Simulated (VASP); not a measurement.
Rh, 2 atoms in the cell. It takes space group Fd-3m (No. 227, cubic). Conventional cell: a = 5.220 Å, b = 5.220 Å, c = 5.220 Å, α = 90.00°, β = 90.00°, γ = 90.00°. Rh (site symmetry -43m) has 4 Rh at 2.26 Å within 3.0 Å. This isn't the form of Rh at room conditions, which is fcc.

```yaml
Program: VASP 6.6.1
Task: relaxation of cell and atoms
Functional: PBE
Potentials_or_basis: VASP PAW PBE potentials, release 64 (Rh_pv)
Cutoff: 500 eV
k_mesh: 7 × 7 × 7
Occupations: gaussian, width 0.05 eV
Spin: no spin polarisation
Dipole_correction: no
Further_INCAR_settings: ALGO = Normal; EDIFF = 1e-07; IBRION = 2; EDIFFG = -0.02; NSW = 80; ISIF = 3
```

Potentials or basis: VASP PAW PBE potentials, release 64 (Rh_pv).

Launch:

```bash
$ cat potpaw_PBE.64/Rh_pv/POTCAR > POTCAR
$ mpirun -np 1 vasp_std > vasp.out
```

Hardware: 1 thread of Intel Xeon 8259CL, with other jobs on the host.

Problem. How long does it take, and how much memory?

Solution. It took 120 s on 1 thread of Intel Xeon 8259CL (shared host), peak memory 0.16 GiB. Counts: scf iterations 53, k points 20, ion steps 5.
